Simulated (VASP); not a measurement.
A run of VASP 6.6.1 is set up as follows.

File INCAR:

```
PREC = Accurate ; ENCUT = 520
EDIFF = 1E-7 ; ISMEAR = -1
SIGMA = 0.08 ; LREAL = False
LASPH = True ; NELM = 60
ALGO = Normal ; ISIF = 2
LWAVE = False ; LCHARG = False
GGA = PE ; NBANDS = 8
```

The input KPOINTS:

```
regular mesh
0
Gamma
  20 20 20
```

Contents of POSCAR:

```
C
1.0
    1.6759383079      0.0000000000      0.0000000000
    0.0000000000      1.6759383079      0.0000000000
    0.0000000000      0.0000000000      1.6759383079
C
1
Direct
    0.0000000000      0.0000000000      0.0000000000
```

Potentials or basis: VASP PAW PBE potentials, release 64 (C).

The run is started by

```bash
$ cat potpaw_PBE.64/C/POTCAR > POTCAR
$ mpirun -np 1 vasp_std > vasp.out
```

Question: Predict the pressure.

Answer: 75.1 GPa.

Question: Predict the band gap on the k mesh.

Answer: Zero (band 2 reaches 24.49 eV, above the bottom of band 3 at 11.96 eV).
